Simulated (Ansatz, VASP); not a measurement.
One calculation of CsI, two programs

```
Cs I
1.0
     4.50319    0.00000    0.00000
     0.00000    4.50319    0.00000
     0.00000    0.00000    4.50319
Cs I
1 1
Direct
  0.00000 0.00000 0.00000
  0.50000 0.50000 0.50000
```

Alike in both runs: functional PBEsol; k mesh 10 × 10 × 10; occupations fermi-dirac, width 0.1 eV; no spin polarisation.

Ansatz relaxed the structure, and its values are those at the end. VASP's run is a single point on that final structure, the one shown.

```csv
,VASP,Ansatz
version,VASP 6.6.1,Ansatz 0.2.0
potentials or method,"VASP PAW PBE potentials, release 64 (Cs_sv, I)","PAW with Ansatz's default frozen-core files, scalar-relativistic"
plane-wave cutoff (eV),500,420
valence electrons in the cell,16,26
```

Ansatz gave:

| Item | Value |
| --- | --- |
| pressure (GPa) | 0.0 |

**Question.** Estimate VASP's values.

**Answer.** Pressure (GPa): 0.1.

VASP's potentials were made for PBE, not for PBEsol. VASP's potentials hold 16 valence electrons a cell and Ansatz's 26, so a difference there can come from the potentials and not from the codes.

Neither program's run includes spin-orbit coupling.
